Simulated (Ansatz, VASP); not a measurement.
# HfO2: VASP beside Ansatz

```
Hf O
1.0
     0.00000    2.54873    2.54873
     2.54873    0.00000    2.54873
     2.54873    2.54873    0.00000
Hf O
1 2
Direct
  0.00000 0.00000 0.00000
  0.25000 0.25000 0.25000
  0.75000 0.75000 0.75000
```

Alike in both runs: functional PBE; k mesh 11 × 11 × 11; occupations fermi-dirac, width 0.05 eV; no spin polarisation.

Ansatz relaxed the structure, and its values are those at the end. VASP's run is a single point on that final structure, the one shown.

|  | VASP | Ansatz |
| --- | --- | --- |
| version | VASP 6.6.1 | Ansatz 0.2.0 |
| potentials or method | VASP PAW PBE potentials, release 64 (Hf_pv, O) | PAW with Ansatz's default frozen-core files, scalar-relativistic |
| plane-wave cutoff (eV) | 520 | 420 |
| valence electrons in the cell | 22 | 38 |

|  | VASP | Ansatz | Ansatz less VASP |
| --- | --- | --- | --- |
| pressure (GPa) | -3.6 | 0.0 | +3.63 |

The functional is the same, so the differences come from potentials, cutoffs and numerics. VASP's potentials hold 22 valence electrons a cell and Ansatz's 38, so a difference there can come from the potentials and not from the codes.

Spin-orbit coupling is off throughout.
